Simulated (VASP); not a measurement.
CoO: single point with PBE

Crystal: CoO.

```
Co O
1.0
     0.00000    2.24997    2.24997
     2.24997    0.00000    2.24997
     2.24997    2.24997    0.00000
Co O
1 1
Direct
  0.00000 0.00000 0.00000
  0.25000 0.25000 0.25000
```

```yaml
Program: VASP 6.6.1
Task: single point
Functional: PBE
Potentials_or_basis: VASP PAW PBE potentials, release 64 (Co, O)
Cutoff: 520 eV
k_mesh: 16 × 16 × 16
Occupations: gaussian, width 0.1 eV
Spin: collinear spin, ferromagnetic start
Starting_moments: "[3.0, 0.0] μB"
Dipole_correction: no
Further_INCAR_settings: ALGO = Normal; EDIFF = 1e-06; NBANDS = 18
```

```json
{"Pressure": "-0.1 GPa", "Net moment": "2.75 μB per cell", "Site moments": "Co +2.37; O +0.29 μB", "Valence electrons inside the program's atomic spheres": "Co 8.01; O 4.99"}
```

Levels at points of the mesh, in eV from the Fermi level:
Spin up:
```csv
k point,band 6,band 7,band 8,band 9,band 10,band 11,band 12,band 13
"(0.00, 0.00, 0.00)",-2.19,0.20,0.33,0.33,0.33,14.26,14.26,14.26
"(0.50, 0.00, 0.00)",-2.14,-2.14,-0.51,-0.51,5.77,7.05,13.69,13.69
"(0.50, 0.50, 0.00)",-1.87,-1.75,-1.75,-1.49,5.23,10.00,11.18,14.35
```
Spin down:
| k point | band 3 | band 4 | band 5 | band 6 | band 7 | band 8 | band 9 | band 10 |
| --- | --- | --- | --- | --- | --- | --- | --- | --- |
| (0.00, 0.00, 0.00) | -4.95 | -4.95 | -0.53 | -0.53 | 0.70 | 2.66 | 2.66 | 2.66 |
| (0.50, 0.00, 0.00) | -4.73 | -4.73 | -0.29 | -0.29 | 0.27 | 1.76 | 1.76 | 6.24 |
| (0.50, 0.50, 0.00) | -4.47 | -4.47 | -0.76 | -0.15 | 0.01 | 0.98 | 0.98 | 6.25 |

It took 37 s on 1 thread of Intel(R) Xeon(R) 6975P-C (Granite Rapids), on a shared host, peak memory 0.21 GiB.

Caveat: a cell with one magnetic atom can't hold antiferromagnetic order, which such compounds often take; semilocal functionals often make such compounds metallic where correlation or magnetic order opens a gap, which also shifts bond lengths. With open d or f shells a metallic result of PBE can be an artefact of self-interaction; +U or a hybrid may open a gap.
